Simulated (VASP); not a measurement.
Runs of VASP 6.6.1 on NaI. The structure is that of space group Fm-3m (No. 225), or close to it. The cells are those of the table. 

```csv
cell,cutoff (eV),smearing,gap on the mesh (eV),pressure (GPa)
"a = 4.616 Å, angles 60.0°, 2 atoms",520,gaussian 0.02 eV,3.57,0.0
"a = 4.662 Å, angles 60.0°, 2 atoms",520,gaussian 0.02 eV,3.50,-0.4
"a = 4.765 Å, angles 60.0°, 2 atoms",520,gaussian 0.02 eV,3.35,-1.1
"a = 4.473 Å, angles 60.0°, 2 atoms",520,gaussian 0.02 eV,3.84,(c)
"a = 4.522 Å, angles 60.0°, 2 atoms",520,gaussian 0.02 eV,3.74,1.1
"a = 4.522 Å, angles 60.0°, 2 atoms",500,methfessel-paxton 0.02 eV,3.74,1.1
"a = 4.707 Å, angles 60.0°, 2 atoms",520,gaussian 0.02 eV,(b),(a)
```

Alike in all rows: task single point; level PBE; potentials or basis VASP PAW PBE potentials, release 64 (Na_pv, I); no spin polarisation; k mesh 6 × 6 × 6.

Q: Estimate the missing entries.

A: (a) -0.8; (b) 3.43; (c) 1.8.

Caveats: spin-orbit coupling is left out, which moves the levels of the heavy elements.

A k mesh can miss the band edges, and the runs leave out spin-orbit coupling on I.
